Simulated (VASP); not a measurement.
# B (Pm-3n) in VASP: a series of runs

B is run at these levels: PBEsol; tasks: single point, relaxation of cell and atoms.

Everything below comes from runs of VASP 6.6.1. Logs are shortened: lines on timing, memory, paths and dates and some standing lists are left out, and cuts for length are marked.

### 1 The cell of the first run

The structure is cubic, space group Pm-3n (No. 223). The conventional cell has a = 3.656 Å, b = 3.656 Å, c = 3.656 Å, α = 90.00°, β = 90.00°, γ = 90.00°. B (site symmetry m-3) has 12 B at 2.04 Å within 2.7 Å. Within 2.4 Å of B (site symmetry -4m2) lie 14 B at 1.83 to 2.24 Å.

### 2 Single point, PBEsol

The input, INCAR:

```
PREC = Accurate ; ENCUT = 500
EDIFF = 1E-6 ; ISMEAR = 0
SIGMA = 0.1 ; LREAL = F
LASPH = T ; NELM = 120
ALGO = Normal ; ISIF = 2
LWAVE = F ; LCHARG = F
GGA = PS ; NBANDS = 22
GGA_COMPAT = F
```

The input, KPOINTS:

```
regular mesh
0
Gamma
  4 4 4
```

The input, POSCAR:

```
B
1.0
    3.6557875427      0.0000000000      0.0000000000
    0.0000000000      3.6557875427      0.0000000000
    0.0000000000      0.0000000000      3.6557875427
B
8
Direct
    0.5000000000      0.5000000000      0.5000000000
    0.0000000000      0.0000000000      0.0000000000
    0.2500000000      0.0000000000      0.5000000000
    0.5000000000      0.2500000000      0.0000000000
    0.5000000000      0.7500000000      0.0000000000
    0.7500000000      0.0000000000      0.5000000000
    0.0000000000      0.5000000000      0.7500000000
    0.0000000000      0.5000000000      0.2500000000
```

Potentials or basis: VASP PAW PBE potentials, release 64 (B).

Command:

```sh
> cat potpaw_PBE.64/B/POTCAR > POTCAR
> mpirun -np 1 vasp_std > vasp.out
```

OUTCAR:

```text
PREC = Accurate
   ENCUT = 500
   EDIFF = 1E-6
   ISMEAR = 0
   LREAL = F
   LASPH = T
   NELM = 120
   ISIF = 2
   GGA = PS

 ion  position               nearest neighbor table
   1  0.500  0.500  0.500-   3 2.04   4 2.04   5 2.04   6 2.04   7 2.04   8 2.04   4 2.04   5 2.04
                             3 2.04   6 2.04   7 2.04   8 2.04
   2  0.000  0.000  0.000-   3 2.04   4 2.04   5 2.04   6 2.04   7 2.04   8 2.04   3 2.04   6 2.04
                             7 2.04   8 2.04   4 2.04   5 2.04
   3  0.250  0.000  0.500-   6 1.83   6 1.83   1 2.04   2 2.04   1 2.04   2 2.04
   4  0.500  0.250  0.000-   5 1.83   5 1.83   1 2.04   1 2.04   2 2.04   2 2.04
   5  0.500  0.750  0.000-   4 1.83   4 1.83   1 2.04   1 2.04   2 2.04   2 2.04
   6  0.750  0.000  0.500-   3 1.83   3 1.83   1 2.04   2 2.04   1 2.04   2 2.04
   7  0.000  0.500  0.750-   8 1.83   8 1.83   1 2.04   2 2.04   2 2.04   1 2.04
   8  0.000  0.500  0.250-   7 1.83   7 1.83   1 2.04   2 2.04   2 2.04   1 2.04

  LATTYP: Found a simple cubic cell.
 ALAT       =     3.6557875427

  Lattice vectors:

 A1 = (   3.6557875427,   0.0000000000,   0.0000000000)
 A2 = (   0.0000000000,   3.6557875427,   0.0000000000)
 A3 = (   0.0000000000,   0.0000000000,   3.6557875427)

Analysis of symmetry for initial positions (statically):
=====================================================================
 Subroutine PRICEL returns:
 Original cell was already a primitive cell.

 Routine SETGRP: Setting up the symmetry group for a
 simple cubic supercell.

 Subroutine GETGRP returns: Found 48 space group operations
 (whereof 24 operations were pure point group operations)
 out of a pool of 48 trial point group operations.

The static configuration has the point symmetry T_h .
 The point group associated with its full space group is O_h .

Analysis of symmetry for dynamics (positions and initial velocities):
=====================================================================
 Subroutine PRICEL returns:
 Original cell was already a primitive cell.

 Routine SETGRP: Setting up the symmetry group for a
 simple cubic supercell.

 Subroutine GETGRP returns: Found 48 space group operations
 (whereof 24 operations were pure point group operations)
 out of a pool of 48 trial point group operations.

The dynamic configuration has the point symmetry T_h .
 The point group associated with its full space group is O_h .

 Subroutine INISYM returns: Found 48 space group operations
[... 98 lines left out ...]
   IBRION =     -1    ionic relax: 0-MD 1-quasi-New 2-CG
   NFREE  =      0    steps in history (QN), initial steepest desc. (CG)
   ISIF   =      2    stress and relaxation
   ISYM   =      2    0-nonsym 1-usesym 2-fastsym
   POTIM  = 0.5000    time-step for ionic-motion
   TEBEG  =    0.0;   TEEND  =   0.0 temperature during run
   PSTRESS=    0.0 pullay stress
   NELECT =      24.0000    total number of electrons
   NUPDOWN=      -1.0000    fix difference up-down
   EMIN   =  10.00;   EMAX   =-10.00  energy-range for DOS
   EFERMI =   0.00;   METHOD = LEGACY
   ISMEAR =     0;   SIGMA  =   0.10  broadening in eV -4-tet -1-fermi 0-gaus
   EFERMI_NEDOS =   21; number of points for ismear=-14 and -15
   IALGO  =     38    algorithm
   IMIX   =      4    mixing-type and parameters
     AMIX     =   0.40;   BMIX     =  1.00
     AMIX_MAG =   1.60;   BMIX_MAG =  1.00
  volume/ion in A,a.u.               =       6.11        41.21
  Fermi-wavevector in a.u.,A,eV,Ry     =   1.291708  2.440974 22.701445  1.668509
  Thomas-Fermi vector in A             =   2.423461
   LORBIT       =      0    0 simple, 1 ext, 2 COOP (PROOUT), +10 PAW based schemes
   GGA     = PS    functional components
   LHFCALC =     F    Hartree Fock is set to
   AEXX    =    0.0000 exact exchange contribution
   IVDW    =     0    specifies the selected vdW correction
   LEPSILON=     F    determine dielectric tensor
   LRPA    =     F    only Hartree local field effects (RPA)
 non-spin polarized calculation
 Gauss-broadening in eV      SIGMA  =   0.10
  energy-cutoff  :      500.00
  volume of cell :       48.86
 maximum number of plane-waves:      1250
 NGX is ok and might be reduce to    28
   NGX = 13   NGY = 13   NGZ = 13

 number of electron      24.0000002 magnetization

 Free energy of the ion-electron system (eV)
  ---------------------------------------------------
  ext. energy  EPLUGINS =         0.00000000
  ---------------------------------------------------
  free energy    TOTEN  =       -44.37868990 eV

  energy without entropy =      -44.35276815  energy(sigma->0) =      -44.36572903

 E-fermi :  10.2052     XC(G=0): -12.8759

 val. band max:       10.0202401599   @ k =   0.5000   0.2500   0.0000
 cond. band min:      10.2227719723   @ k =   0.5000   0.0000   0.0000
 fundamental gap:      0.2025318125
 Fermi energy:        10.2052105630

 k-point     1 :       0.0000    0.0000    0.0000
  band No.  band energies     occupation
      1      -8.6548      2.00000
      2      -0.2737      2.00000
      3      -0.2737      2.00000
      4      -0.2737      2.00000
      5       0.5740      2.00000
      6       0.5740      2.00000
[... 239 lines left out ...]
     21      15.9690      0.00000
     22      15.9690      0.00000

------------------------ aborting loop because EDIFF is reached ----------------------------------------

  FORCE on cell =-STRESS in cart. coord.  units (eV):
  Direction    XX          YY          ZZ          XY          YZ          ZX
  --------------------------------------------------------------------------------------
  -------------------------------------------------------------------------------------
  Total        0.0150859      0.0150859      0.0150859      0.0000000     -0.0000000     -0.0000000
  in kB        0.4946950      0.4946950      0.4946950      0.0000000     -0.0000000     -0.0000000
  external PRESSURE =       0.4946950 kB  Pullay stress =       0.0000000 kB

 VOLUME and BASIS-vectors are now :
 -----------------------------------------------------------------------------
  energy-cutoff  :      500.00
  volume of cell :       48.86
      direct lattice vectors                 reciprocal lattice vectors
     3.655787543  0.000000000  0.000000000     0.273538872  0.000000000  0.000000000
     0.000000000  3.655787543  0.000000000     0.000000000  0.273538872  0.000000000
     0.000000000  0.000000000  3.655787543     0.000000000  0.000000000  0.273538872

 POSITION                                       TOTAL-FORCE (eV/Angst)
 -----------------------------------------------------------------------------------
      1.82789      1.82789      1.82789        -0.000000      0.000000     -0.000000
      0.00000      0.00000      0.00000        -0.000000      0.000000     -0.000000
      0.91395      0.00000      1.82789         0.000000      0.000000      0.000000
      1.82789      0.91395      0.00000        -0.000000      0.000000      0.000000
      1.82789      2.74184      0.00000         0.000000     -0.000000      0.000000
      2.74184      0.00000      1.82789        -0.000000     -0.000000     -0.000000
      0.00000      1.82789      2.74184         0.000000      0.000000      0.000000
      0.00000      1.82789      0.91395         0.000000      0.000000     -0.000000
 -----------------------------------------------------------------------------------
    total drift:                                0.000000      0.000000     -0.000000

  FREE ENERGIE OF THE ION-ELECTRON SYSTEM (eV)
  ---------------------------------------------------
  free  energy   TOTEN  =       -44.3786899043 eV

  energy  without entropy=      -44.3527681494  energy(sigma->0) =      -44.36572903
```

stdout:

```text
POSCAR found type information on POSCAR B
 POSCAR found :  1 types and       8 ions
 scaLAPACK will be used
 -----------------------------------------------------------------------------
|                                                                             |
|                                                                             |
|     You enforced a specific xc type in the INCAR file but a different       |
|     I HOPE YOU KNOW WHAT YOU ARE DOING!                                     |
|                                                                             |
 -----------------------------------------------------------------------------

 LDA part: xc-table for (Slater+PW92), standard interpolation
 POSCAR, INCAR and KPOINTS ok, starting setup
 FFT: planning ... GRIDC
 FFT: planning ... GRID_SOFT
 FFT: planning ... GRID
 WAVECAR not read
 entering main loop
```

It took 5.4 s on 1 thread of AMD EPYC 9R45 (Zen 5), shared host; peak memory 0.11 GiB.

Results:

```yaml
Free_energy: -44.3787 eV
Pressure: 0.0 GPa
Band_gap_on_the_k_mesh: zero (bands 12 and 13 overlap by 4.80 eV)
```

Levels at points of the mesh, in eV from the Fermi level:
```csv
k point,band 8,band 9,band 10,band 11,band 12,band 13,band 14,band 15,band 16,band 17
"(0.00, 0.00, 0.00)",-2.59,-2.59,-2.59,-2.29,-2.29,-0.28,-0.28,-0.28,2.14,2.14
"(0.50, 0.00, 0.00)",-7.20,-6.14,-6.14,0.02,0.02,1.01,1.01,2.09,2.09,3.61
"(0.50, 0.50, 0.00)",-5.50,-5.50,-3.93,-3.93,-1.38,3.19,3.57,3.62,3.62,4.16
"(0.50, 0.50, 0.50)",-12.09,4.52,4.52,4.52,4.52,4.52,4.52,4.75,4.75,4.75
```

Caveat: the k points lie up to 0.43 Å⁻¹ apart, too coarse for converged energies and pressures of a metal; the PAW data sets were made with another functional, which shifts forces and pressure a little.

### 3 Single point, PBEsol

This run uses another cell than the first one, of 7.08 Å³/atom.

The input, INCAR:

```
SYSTEM = B
PREC = Accurate
ENCUT = 500
EDIFF = 1E-6
ISMEAR = 0
SIGMA = 0.1
LREAL = .FALSE.
LASPH = .TRUE.
NELM = 120
ALGO = Normal
ISIF = 2
LWAVE = .FALSE.
LCHARG = .FALSE.
GGA = PS
NBANDS = 22
GGA_COMPAT = .FALSE.
```

The input, KPOINTS:

```
regular mesh
0
G
  6 6 6
  0 0 0
```

Edit POSCAR of step 2 so:

```diff
@@ -2,5 +2,5 @@
 1.0
-    3.6557875427      0.0000000000      0.0000000000
-    0.0000000000      3.6557875427      0.0000000000
-    0.0000000000      0.0000000000      3.6557875427
+    3.8397621299      0.0000000000      0.0000000000
+    0.0000000000      3.8397621299      0.0000000000
+    0.0000000000      0.0000000000      3.8397621299
 B
```

Potentials or basis: VASP PAW PBE potentials, release 64 (B).

Command:

```sh
> cat potpaw_PBE.64/B/POTCAR > POTCAR
> mpirun -np 1 vasp_std > vasp.out
```

Run time: 9.2 s. Hardware: 1 thread of AMD EPYC 9R45 (Zen 5), shared host; peak memory 0.12 GiB.

It converged, with:

```yaml
Free_energy: -43.7451 eV
Pressure: -27.6 GPa
Band_gap_on_the_k_mesh: zero (bands 12 and 13 overlap by 4.88 eV)
```

Levels at points of the mesh, in eV from the Fermi level:
```csv
k point,band 8,band 9,band 10,band 11,band 12,band 13,band 14,band 15,band 16,band 17
"(0.00, 0.00, 0.00)",-2.24,-2.24,-2.04,-2.04,-2.04,0.11,0.11,0.11,1.75,1.75
"(0.50, 0.00, 0.00)",-6.26,-5.74,-5.74,0.07,0.07,1.22,1.22,2.21,2.21,2.86
"(0.50, 0.50, 0.00)",-4.97,-4.54,-3.61,-3.61,-1.47,3.14,3.35,3.35,3.49,3.53
"(0.50, 0.50, 0.50)",-10.81,4.21,4.21,4.21,4.21,4.21,4.21,4.48,4.48,4.48
```

Caveat: the cell stands under tension; the PAW data sets were made with another functional, which shifts forces and pressure a little.

### 4 Relaxation of cell and atoms, PBEsol

This run uses another cell than the first one, of 7.08 Å³/atom.

The input, INCAR:

```
ALGO     = Normal         # electronic algorithm
EDIFF    = 1E-7           # SCF threshold, eV
EDIFFG   = -0.04          # ionic threshold
ENCUT    = 500            # plane-wave cutoff, eV
GGA      = PS             # functional
GGA_COMPAT= F            
IBRION   = 2              # ionic algorithm
ISIF     = 3              # what is computed and relaxed
ISMEAR   = 0              # smearing method
LASPH    = T              # aspherical terms in the spheres
LCHARG   = F              # write CHGCAR
LREAL    = F              # projectors in reciprocal space
LWAVE    = F              # write WAVECAR
NELM     = 120            # most SCF steps
NELMIN   = 4            
NSW      = 90             # ionic steps
PREC     = Accurate       # precision mode
SIGMA    = 0.1            # smearing width, eV
```

The input, KPOINTS:

```
k-points
0
Gamma
  4 4 4
```

POSCAR is that of step 3.

Command:

```sh
> cat potpaw_PBE.64/B/POTCAR > POTCAR
> mpirun -np 1 vasp_std > vasp.out
```

Wall time 12 s (1 thread of AMD EPYC 9R45 (Zen 5), shared host); peak memory 0.12 GiB.

It converged, with:

| Quantity | Value |
| --- | --- |
| Free energy | -44.3857 eV |
| Relaxed volume | 6.10 Å³/atom |
| Relaxed cell | a = 3.655 Å, b = 3.655 Å, c = 3.655 Å, α = 90.00°, β = 90.00°, γ = 90.00° |
| Space group after relaxing (to 0.1 Å) | Pm-3n (No. 223) |
| Energy gained by relaxing | 89.7 meV/atom |
| Ionic steps | 3 |
| Pressure after relaxing | 0.1 GPa |
| Band gap on the k mesh | zero (bands 12 and 13 overlap by 4.80 eV) |

Step by step:
| step | energy change (eV) | largest force (eV/Å) | pressure (GPa) | volume (Å³) |
| --- | --- | --- | --- | --- |
| 1 | 0.0000 | 0.0000 | -25.88 | 56.61 |
| 2 | -0.6982 | 0.0000 | 5.87 | 47.75 |
| 3 | -0.7179 | 0.0000 | 0.09 | 48.84 |

Final structure:
```
CELL_PARAMETERS angstrom
3.65522 0.00000 0.00000
0.00000 3.65522 0.00000
0.00000 0.00000 3.65522
ATOMIC_POSITIONS crystal
B 0.50000 0.50000 0.50000
B 0.00000 0.00000 0.00000
B 0.25000 0.00000 0.50000
B 0.50000 0.25000 0.00000
B 0.50000 0.75000 0.00000
B 0.75000 0.00000 0.50000
B 0.00000 0.50000 0.75000
B 0.00000 0.50000 0.25000
```

Levels at points of the mesh, in eV from the Fermi level:
| k point | band 10 | band 11 | band 12 | band 13 | band 14 | band 15 |
| --- | --- | --- | --- | --- | --- | --- |
| (0.00, 0.00, 0.00) | -2.59 | -2.29 | -2.29 | -0.28 | -0.28 | -0.28 |
| (0.50, 0.00, 0.00) | -6.14 | 0.02 | 0.02 | 1.01 | 1.01 | 2.09 |
| (0.50, 0.50, 0.00) | -3.93 | -3.93 | -1.38 | 3.19 | 3.57 | 3.62 |
| (0.50, 0.50, 0.50) | 4.52 | 4.52 | 4.52 | 4.52 | 4.52 | 4.75 |

Caveat: the k points lie up to 0.43 Å⁻¹ apart in the final cell, too coarse for converged energies and pressures of a metal; the PAW data sets were made with another functional, which shifts forces and pressure a little.

### 5 Summary

| task | cell | k mesh | gap on the mesh (eV) | pressure (GPa) |
| --- | --- | --- | --- | --- |
| single point | a = 3.656 Å, 8 atoms | 4 × 4 × 4 | none | 0.0 |
| single point | a = 3.840 Å, 8 atoms | 6 × 6 × 6 | none | -27.6 |
| relaxation of cell and atoms | relaxed from a = 3.840 Å, 8 atoms | 4 × 4 × 4 | none | 0.1 |

Alike in all rows: level PBEsol; potentials or basis VASP PAW PBE potentials, release 64 (B); no spin polarisation; cutoff (eV) 500; smearing gaussian 0.1 eV.

Caveats: some runs use coarse meshes; the PAW data sets were made with another functional, which shifts forces and pressure a little; the cell stands under tension (at least some runs).

Absolute energies hang on the potentials; compare differences alone.
